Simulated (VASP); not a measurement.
Write the native input for VASP 6.6.1 that does the following.

- Task: single point
- Functional: PBE
- Dispersion: D3(BJ)
- Potentials or basis: VASP PAW PBE potentials, release 64 (Si, B)
- Cutoff: 520 eV
- k mesh: 2 × 2 × 2
- Occupations: fermi-dirac, width 0.02 eV
- Spin: collinear spin
- Starting moments: [0.0, 0.0, 0.0, 0.0, 0.0, 0.0, 0.0, 0.0, 0.0, 0.0, 0.0, 0.0, 0.0, 0.0, 0.0, 0.0, 1.0] μB
- Dipole correction: no
- Further INCAR settings: LREAL = Auto; ALGO = Normal; EDIFF = 1e-06; NBANDS = 52

The structure of Si16B (a cell with a defect) lies in POSCAR:

```
Si16B
1.0
    0.0000000000      5.4300000000      5.4300000000
    5.4300000000      0.0000000000      5.4300000000
    5.4300000000      5.4300000000      0.0000000000
Si B
16 1
Direct
    0.0006867062      0.0056842268      0.0009564844
    0.1263711600      0.1256572479      0.1260585178
   -0.0006463016     -0.0014318073      0.4990714141
    0.1194260132      0.1244052201      0.6239482045
   -0.0018456931      0.4978633600     -0.0019504567
    0.1226075409      0.6228267104      0.1227062526
    0.0002558809      0.5009931330      0.5054611580
    0.1262947159      0.6254916648      0.6258445679
    0.4994218095     -0.0013738589     -0.0007680825
    0.6239343505      0.1246842897      0.1195432416
    0.5022422181      0.0024407351      0.5023019307
    0.6271687555      0.1268641742      0.6270478420
    0.5052673291      0.5007835435      0.0003158690
    0.6259472727      0.6254747187      0.1259650364
    0.4994686047      0.4990514207      0.4991762147
    0.6243076880      0.6198302448      0.6246008334
    0.8146159495      0.3092685763      0.8125944722
```

The input as run:

INCAR

```
PREC = Accurate
ENCUT = 520
EDIFF = 1E-6
ISMEAR = -1
SIGMA = 0.02
LREAL = Auto
LASPH = T
NELM = 150
ALGO = Normal
ISIF = 2
LWAVE = F
LCHARG = F
ISPIN = 2
MAGMOM = 0 0 0 0 0 0 0 0 0 0 0 0 0 0 0 0 1
LORBIT = 11
GGA = PE
IVDW = 12
NBANDS = 52
```

KPOINTS

```
regular mesh
0
Gamma
  2 2 2
```

Potentials or basis: VASP PAW PBE potentials, release 64 (Si, B).

Run with:

```console
$ cat potpaw_PBE.64/Si/POTCAR potpaw_PBE.64/B/POTCAR > POTCAR
$ mpirun -np 1 vasp_std > vasp.out
```

Results of the run:

```json
{
 "Pressure": "-0.2 GPa",
 "Largest force": "0.039 eV/Å",
 "Net moment": "0.70 μB per cell",
 "Site moments": "Si +0.02, +0.00, -0.00, +0.04 (each value once); B +0.08 μB",
 "Valence electrons inside the program's atomic spheres": "Si 1.67, 1.71, 1.70 (each value once); B 1.68",
 "Dispersion energy per atom": "-0.313 eV"
}
```

Caveat: the k points lie up to 0.50 Å⁻¹ apart.

It took 9.8 min on 1 thread of Intel(R) Xeon(R) Platinum 8259CL CPU @ 2.50GHz (Skylake/Cascade Lake), with other jobs on the host, peak memory 0.7 GiB.
